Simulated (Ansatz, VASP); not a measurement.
## Two plane-wave programs on Li3ClO

The input INCAR:

```
PREC     = Accurate       # precision mode
ENCUT    = 520            # plane-wave cutoff, eV
EDIFF    = 1E-7           # SCF threshold, eV
ISMEAR   = 0              # smearing method
SIGMA    = 0.05           # smearing width, eV
LREAL    = False          # projectors in reciprocal space
LASPH    = True           # aspherical terms in the spheres
NELM     = 80             # most SCF steps
ALGO     = Normal         # electronic algorithm
ISIF     = 2              # what is computed and relaxed
LWAVE    = False          # write WAVECAR
LCHARG   = False          # write CHGCAR
NBANDS   = 19             # bands
```

The input KPOINTS:

```
Automatic mesh
0
Gamma
  6 6 6
```

POSCAR

```
Li3ClO
1.0
    3.5810541379      0.0000000000      0.0000000000
    0.0000000000      3.5810541379      0.0000000000
    0.0000000000      0.0000000000      4.6553703793
Li Cl O
3 1 1
Direct
    0.0000000000      0.5000000000      0.5000000000
    0.5000000000      0.0000000000      0.5000000000
    0.5000000000      0.5000000000      0.0000000000
    0.0000000000      0.0000000000      0.0000000000
    0.5000000000      0.5000000000      0.5000000000
```

Input for Ansatz:

```yaml
crystal:
  lattice:
    - [3.5810541379, 0.0, 0.0]
    - [0.0, 3.5810541379, 0.0]
    - [0.0, 0.0, 4.6553703793]
  atoms:
    - { symbol: Li, position: [0.0, 0.5, 0.5] }
    - { symbol: Li, position: [0.5, 0.0, 0.5] }
    - { symbol: Li, position: [0.5, 0.5, 0.0] }
    - { symbol: Cl, position: [0.0, 0.0, 0.0] }
    - { symbol: O, position: [0.5, 0.5, 0.5] }
basis:
  ecutwfc: 420
kpoints:
  mp_grid: { grid: [6, 6, 6] }
hamiltonian:
  xc: lda
scf:
  occupations: { method: gaussian, width: 0.05 }
output:
  forces: true
  stress: true
  eigenvalues: true
```

Alike in both runs: task single point; functional LDA; k mesh 6 × 6 × 6; occupations gaussian, width 0.05 eV; no spin polarisation.

|  | VASP | Ansatz |
| --- | --- | --- |
| version | VASP 6.6.1 | Ansatz 0.2.0 |
| potentials or method | VASP PAW LDA potentials, release 64 (Li_sv, Cl, O), cutoff 520 eV | scalar-relativistic, plane waves, PAW |
| valence electrons in the cell | 22 | 22 |

Ansatz gave:

| Property | Result |
| --- | --- |
| gap on the k mesh at the Fermi level (eV) | 3.87 |
| least direct gap on the mesh (eV) | 4.03 |

**Question.** Estimate VASP's values.

**Answer.** gap on the k mesh at the Fermi level (eV): 3.87; least direct gap on the mesh (eV): 4.02.

LDA's correlation is that of Perdew and Zunger in VASP and of Perdew and Wang (1992) in Ansatz.

Noted on VASP's run: the cutoff is short for stress, so the pressure is rough.
